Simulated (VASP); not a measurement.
# ZnSe (F-43m) in VASP: G0W0 quasiparticle levels with PBE

Aim: the G0W0 quasiparticle levels of ZnSe with PBE.

Program: VASP 6.6.1. These are calculated values, not measurements. Logs are shortened: lines on timing, memory, paths and dates and some standing lists are left out, and cuts for length are marked.

## 1. The cell of the first run

It takes space group F-43m (No. 216, cubic). The conventional cell has a = 5.665 Å, b = 5.665 Å, c = 5.665 Å, α = 90.00°, β = 90.00°, γ = 90.00°. Zn (site symmetry -43m) has 4 Se at 2.45 Å within 3.2 Å. Se (site symmetry -43m) has 4 Zn at 2.45 Å within 3.2 Å.

## 2. G0W0 quasiparticle levels, PBE

POSCAR reads:

```
ZnSe
1.0
    0.0000000000      2.8324246733      2.8324246733
    2.8324246733      0.0000000000      2.8324246733
    2.8324246733      2.8324246733      0.0000000000
Zn Se
1 1
Direct
    0.0000000000      0.0000000000      0.0000000000
    0.2500000000      0.2500000000      0.2500000000
```

INCAR.step1 reads:

```
PREC = Accurate
ENCUT = 500
EDIFF = 1E-8
ISMEAR = 0
SIGMA = 0.01
LREAL = F
LASPH = T
NELM = 60
ALGO = Normal
LWAVE = T
LCHARG = F
GGA = PE
```

INCAR.step2 reads:

```
PREC = Accurate
ENCUT = 500
EDIFF = 1E-8
ISMEAR = 0
SIGMA = 0.01
LREAL = F
LASPH = T
NELM = 1
ALGO = Exact
LWAVE = T
LCHARG = F
GGA = PE
NBANDS = 258
LOPTICS = T
ISTART = 1
```

INCAR.step3 reads:

```
PREC = Accurate
ENCUT = 500
EDIFF = 1E-8
ISMEAR = 0
SIGMA = 0.01
LREAL = F
LASPH = T
ALGO = EVGW0
LWAVE = F
LCHARG = F
GGA = PE
NELMGW = 1
NBANDS = 258
ENCUTGW = 180.0
NOMEGA = 48
PRECFOCK = Fast
ISTART = 1
NBANDSGW = 17
```

KPOINTS reads:

```
Automatic mesh
0
Gamma
  6 6 6
```

Potentials or basis: VASP PAW PBE potentials, release 64 (Zn_GW, Se_GW).

Started as:

```sh
> cat potpaw_PBE.64/Zn_GW/POTCAR potpaw_PBE.64/Se_GW/POTCAR > POTCAR
> cp INCAR.step1 INCAR
> mpirun -np 1 vasp_std > vasp.out
> cp INCAR.step2 INCAR
> mpirun -np 1 vasp_std > vasp.out
> cp INCAR.step3 INCAR
> mpirun -np 1 vasp_std > vasp.out
```

OUTCAR:

```text
PREC = Accurate
   ENCUT = 500
   EDIFF = 1E-8
   ISMEAR = 0
   LREAL = F
   LASPH = T
   GGA = PE
   NELMGW = 1
   ENCUTGW = 180.0
   PRECFOCK = Fast
   ISTART = 1

 ion  position               nearest neighbor table
   1  0.000  0.000  0.000-   2 2.45   2 2.45   2 2.45   2 2.45
   2  0.250  0.250  0.250-   1 2.45   1 2.45   1 2.45   1 2.45

  LATTYP: Found a face centered cubic cell.
 ALAT       =     5.6648493466

  Lattice vectors:

 A1 = (   0.0000000000,   2.8324246733,   2.8324246733)
 A2 = (   2.8324246733,   0.0000000000,   2.8324246733)
 A3 = (   2.8324246733,   2.8324246733,   0.0000000000)

Analysis of symmetry for initial positions (statically):
=====================================================================
 Subroutine PRICEL returns:
 Original cell was already a primitive cell.

 Routine SETGRP: Setting up the symmetry group for a
 face centered cubic supercell.

 Subroutine GETGRP returns: Found 24 space group operations
 (whereof 24 operations were pure point group operations)
 out of a pool of 48 trial point group operations.

The static configuration has the point symmetry T_d .

Analysis of symmetry for dynamics (positions and initial velocities):
=====================================================================
 Subroutine PRICEL returns:
 Original cell was already a primitive cell.

 Routine SETGRP: Setting up the symmetry group for a
 face centered cubic supercell.

 Subroutine GETGRP returns: Found 24 space group operations
 (whereof 24 operations were pure point group operations)
 out of a pool of 48 trial point group operations.

The dynamic configuration has the point symmetry T_d .

 Subroutine INISYM returns: Found 24 space group operations
 (whereof 24 operations are pure point group operations),
 and found     1 'primitive' translations

----------------------------------------------------------------------------------------

                                     Primitive cell

  volume of cell :      45.4470

  direct lattice vectors                    reciprocal lattice vectors
[... 43 lines left out ...]
            Coordinates               Weight
  0.000000  0.000000  0.000000      1.000000
  0.166667  0.000000  0.000000      8.000000
  0.333333  0.000000  0.000000      8.000000
  0.500000  0.000000  0.000000      4.000000
  0.166667  0.166667  0.000000      6.000000
  0.333333  0.166667  0.000000     24.000000
[... 8 lines left out ...]
 -0.333333  0.333333  0.166667     24.000000
 -0.333333  0.500000  0.166667     12.000000
   k-points           NKPTS =     16   k-points in BZ     NKDIM =    216   number of bands    NBANDS=    258
   number of dos      NEDOS =    301   number of ions     NIONS =      2
   total plane-waves  NPLWV =  27000
   dimension x,y,z NGX =    30 NGY =   30 NGZ =   30
   dimension x,y,z NGXF=    60 NGYF=   60 NGZF=   60
   ions per type =               1   1
   NGX,Y,Z   is equivalent  to a cutoff of  12.45, 12.45, 12.45 a.u.
   NGXF,Y,Z  is equivalent  to a cutoff of  24.90, 24.90, 24.90 a.u.
 SYSTEM =  unknown system
   PREC   = accura    normal or accurate (medium, high low for compatibility)
   ISTART =      1    job   : 0-new  1-cont  2-samecut
   ICHARG =      0    charge: 1-file 2-atom 10-const
   ISPIN  =      1    spin polarized calculation?
   LNONCOLLINEAR =      F non collinear calculations
   LSORBIT =      F    spin-orbit coupling
   LASPH  =      T    aspherical Exc in radial PAW
   ENCUT  =  500.0 eV  36.75 Ry    6.06 a.u.   7.30  7.30  7.30*2*pi/ulx,y,z
   NELM   =     60;   NELMIN=  2; NELMDL=  0     # of ELM steps
   EDIFF  = 0.1E-07   stopping-criterion for ELM
   LREAL  =      F    real-space projection
   EDIFFG = 0.1E-06   stopping-criterion for IOM
   NSW    =      0    number of steps for IOM
   IBRION =     -1    ionic relax: 0-MD 1-quasi-New 2-CG
   NFREE  =      0    steps in history (QN), initial steepest desc. (CG)
   ISIF   =      0    stress and relaxation
   ISYM   =      3    0-nonsym 1-usesym 2-fastsym
   POTIM  = 0.5000    time-step for ionic-motion
   TEBEG  =    0.0;   TEEND  =   0.0 temperature during run
   PSTRESS=    0.0 pullay stress
   NELECT =      18.0000    total number of electrons
   NUPDOWN=      -1.0000    fix difference up-down
   EMIN   =  10.00;   EMAX   =-10.00  energy-range for DOS
   EFERMI =   0.00;   METHOD = LEGACY
   ISMEAR =     0;   SIGMA  =   0.01  broadening in eV -4-tet -1-fermi 0-gaus
   EFERMI_NEDOS =   21; number of points for ismear=-14 and -15
   IALGO  =     38    algorithm
   IMIX   =      4    mixing-type and parameters
     AMIX     =   0.40;   BMIX     =  1.00
     AMIX_MAG =   1.60;   BMIX_MAG =  1.00
  volume/ion in A,a.u.               =      22.72       153.35
  Fermi-wavevector in a.u.,A,eV,Ry     =   1.202257  2.271936 19.666157  1.445422
  Thomas-Fermi vector in A             =   2.338043
   LORBIT       =      0    0 simple, 1 ext, 2 COOP (PROOUT), +10 PAW based schemes
   GGA     = PE    functional components
   LHFCALC =     T    Hartree Fock is set to
   PRECFOCK=fast      Normal, Fast or Accurate (Low or Medium for compatibility)
   ENCUT4O =  -1.0   cutoff for four orbital integrals eV
   NKREDX  =     1    reduce k-point grid by
   NKREDY  =     1    reduce k-point grid by
   NKREDZ  =     1    reduce k-point grid by
   AEXX    =    1.0000 exact exchange contribution
   HFSCREEN=    0.0000 screening length (either q_TF or 0.3 A-1)
   HFSCREENC=   0.0000 screening length for correlation (either q_TF or 0.3 A-1)
   ENCUTFOCK=  -1.0 apply spherical cutoff to Coloumb kernel
   IVDW    =     0    specifies the selected vdW correction
   LEPSILON=     F    determine dielectric tensor
   LRPA    =     F    only Hartree local field effects (RPA)
   LRPAFORCE           =     F    calculate RPA forces
   ENCUTGW             = 180.0    cutoff for response function in eV
   ENCUTGWSOFT         = 144.0    soft cutoff for Coulomb kernel in GW response function in eV
   ENCUTLF             =  -1.0    cutoff for local field effects
   NELMGW              =     1    number of iterations in solving QP/BSE equation
   NELMHF              =     1    number of iterations in the inner HF iteration
   NKREDLFX            =     1    NKREDLFY  =   1   NKREDLFZ  =   1
 non-spin polarized calculation
 Gauss-broadening in eV      SIGMA  =   0.01
  energy-cutoff  :      500.00
  volume of cell :       45.45
 maximum number of plane-waves:      1167
 NGX is ok and might be reduce to    30
  NGX = 18; NGY = 18; NGZ = 18
   NGX = 15   NGY = 15   NGZ = 15
 maximum number of plane-waves:       262

 QP shifts <psi_nk| G(iteration)W_0 |psi_nk>: iteration 1
 for sc-GW calculations column KS-energies equals QP-energies in previous step
 and V_xc(KS)=  KS-energies - (<T + V_ion + V_H > + <T+V_H+V_ion>^1  + <V_x>^1)

 k-point   1 :       0.0000    0.0000    0.0000
  band No.  KS-energies  QP-energies   sigma(KS)   V_xc(KS)     V^pw_x(r,r')   Z            occupation Imag(sigma)

      1     -10.6056     -11.2380     -13.2798     -12.3165     -19.8532       0.6565       2.0000       0.9905
      2      -3.8883      -5.4754     -22.0403     -19.6751     -30.8317       0.6710       2.0000       0.1743
      3      -3.8883      -5.4754     -22.0403     -19.6751     -30.8317       0.6710       2.0000       0.1743
      4      -3.8883      -5.4754     -22.0403     -19.6751     -30.8317       0.6710       2.0000       0.1743
      5      -3.5171      -5.1840     -22.9576     -20.4975     -32.0537       0.6775       2.0000       0.1578
      6      -3.5171      -5.1840     -22.9576     -20.4975     -32.0537       0.6775       2.0000       0.1578
[... 311 lines left out ...]
      3      -3.6711      -5.2995     -22.6417     -20.2326     -31.6667       0.6759       2.0000       0.1719
      4      -3.5983      -5.2240     -22.5752     -20.1704     -31.5301       0.6760       2.0000       0.1681
      5      -3.5030      -5.1629     -22.9360     -20.4854     -32.0324       0.6774       2.0000       0.1598
      6      -3.2458      -4.8719     -22.8647     -20.4757     -31.8573       0.6807       2.0000       0.1681
[... 9 lines left out ...]
     16      16.8254      16.8539      -9.3782      -9.4159      -3.6025       0.7576       0.0000      -0.5665
     17      17.1888      17.4304      -9.8799     -10.1998      -3.8808       0.7551       0.0000      -0.5757
```

OUTCAR.step1:

```text
PREC = Accurate
   ENCUT = 500
   EDIFF = 1E-8
   ISMEAR = 0
   LREAL = F
   LASPH = T
[... 465 lines left out ...]
 -----------------------------------------------------------------------------------
      0.00000      0.00000      0.00000         0.000000      0.000000      0.000000
      1.41621      1.41621      1.41621        -0.000000     -0.000000     -0.000000
 -----------------------------------------------------------------------------------
    total drift:                               -0.000000     -0.000000     -0.000000

  FREE ENERGIE OF THE ION-ELECTRON SYSTEM (eV)
  ---------------------------------------------------
  free  energy   TOTEN  =        -6.0209334768 eV

  energy  without entropy=       -6.0209334768  energy(sigma->0) =       -6.02093348
```

It took 1.6 h on 1 thread of AMD EPYC 7R13, shared host; peak memory 1.5 GiB.

What came out:

| Quantity | Value |
| --- | --- |
| Quasiparticle gap | 2.45 eV |
| Least direct quasiparticle gap | 2.45 eV |
| Band gap of the starting levels on the mesh | 1.28 eV |
| Least direct gap of the starting levels on the mesh | 1.28 eV |

Caveat: bands, screening cutoff and mesh are small and nothing is extrapolated, so the quasiparticle values aren't converged.
